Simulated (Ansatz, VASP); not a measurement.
As in VASP and in Ansatz

Contents of INCAR:

```
SYSTEM = As
PREC     = Accurate       ! precision mode
ENCUT    = 600            ! plane-wave cutoff, eV
EDIFF    = 1E-6           ! SCF threshold, eV
ISMEAR   = 0              ! smearing method
SIGMA    = 0.1            ! smearing width, eV
LREAL    = .False.        ! projectors in reciprocal space
LASPH    = .True.         ! aspherical terms in the spheres
NELM     = 60             ! most SCF steps
ALGO     = Normal         ! electronic algorithm
ISIF     = 3              ! what is computed and relaxed
LWAVE    = .False.        ! write WAVECAR
LCHARG   = .False.        ! write CHGCAR
GGA      = PE             ! functional
IVDW     = 12             ! dispersion correction
IBRION   = 2              ! ionic algorithm
NSW      = 100            ! ionic steps
EDIFFG   = -0.002         ! ionic threshold
```

File KPOINTS:

```
regular mesh
0
Gamma
  15 15 15
  0 0 0
```

Contents of POSCAR:

```
As
1.0
    1.8797500000      1.0852741700      3.4857666700
   -1.8797500000      1.0852741700      3.4857666700
    0.0000000000     -2.1705483400      3.4857666700
As
2
Direct
    0.2275400000      0.2275400000      0.2275400000
    0.7724600000      0.7724600000      0.7724600000
```

Input for Ansatz:

```yaml
crystal:
  lattice:
    - [1.87975, 1.08527417, 3.48576667]
    - [-1.87975, 1.08527417, 3.48576667]
    - [0.0, -2.17054834, 3.48576667]
  atoms:
    - { symbol: As, position: [0.22754, 0.22754, 0.22754] }
    - { symbol: As, position: [0.77246, 0.77246, 0.77246] }
basis:
  ecutwfc: 420
kpoints:
  mp_grid: { grid: [15, 15, 15] }
hamiltonian:
  xc: pbe
  dispersion: d3bj
  pseudopotentials: { kind: paw, azcp: { folder: soft_1 } }
scf:
  occupations: { method: gaussian, width: 0.1 }
output:
  forces: true
  stress: true
  eigenvalues: true
relax:
  adjacent_minimum: "off"
  f_tol: 0.002
  max_steps: 80
  cell: { stress_tol: 0.02 }
```

Alike in both runs: task relaxation of cell and atoms; functional PBE; dispersion D3(BJ); k mesh 15 × 15 × 15; occupations gaussian, width 0.1 eV; no spin polarisation.

|  | VASP | Ansatz |
| --- | --- | --- |
| version | VASP 6.6.1 | Ansatz 0.2.0 |
| potentials or method | VASP PAW PBE potentials, release 64 (As), cutoff 600 eV | scalar-relativistic, plane waves, PAW |
| valence electrons in the cell | 10 | 30 |

Ansatz gave:

```
gap on the k mesh at the Fermi level, each at its own relaxed structure (eV) : none
relaxed volume (Å³/atom)                                                     : 20.89
relaxed length of the cell vector where the two differ most in proportion (Å)              : 4.016
```

**Question.** Estimate VASP's values.

**Answer.** gap on the k mesh at the Fermi level, each at its own relaxed structure (eV): none; relaxed volume (Å³/atom): 20.91; relaxed length of the cell vector where the two differ most in proportion (Å): 4.014.

A gap of «none» marks a metal or a gap that the smearing closes. VASP's potentials hold 10 valence electrons a cell and Ansatz's 30, so a difference there can come from the potentials and not from the codes.
